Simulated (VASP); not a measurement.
Input of a VASP 6.6.1 run:

Contents of INCAR:

```
PREC = Accurate
ENCUT = 520
EDIFF = 1E-6
ISMEAR = -1
SIGMA = 0.05
LREAL = F
LASPH = T
NELM = 80
ALGO = Normal
ISIF = 2
LWAVE = F
LCHARG = F
GGA = B5
ALDAX = 1.0
AGGAX = 1.0
AGGAC = 1.0
ALDAC = 0.0
NBANDS = 18
```

KPOINTS

```
Automatic mesh
0
Gamma
  7 7 7
```

The input POSCAR:

```
BiTe
1.0
    0.0000000000      3.2350000000      3.2350000000
    3.2350000000      0.0000000000      3.2350000000
    3.2350000000      3.2350000000      0.0000000000
Bi Te
1 1
Direct
    0.0000000000      0.0000000000      0.0000000000
    0.5000000000      0.5000000000      0.5000000000
```

Potentials or basis: VASP PAW PBE potentials, release 64 (Bi_d, Te).

Launch:

```sh
$ cat potpaw_PBE.64/Bi_d/POTCAR potpaw_PBE.64/Te/POTCAR > POTCAR
$ mpirun -np 1 vasp_std > vasp.out
```

(1) Predict the pressure.

## Answers

(1) 4.7 GPa.

Caveat: the PAW data sets were made with another functional, which shifts forces and pressure a little.
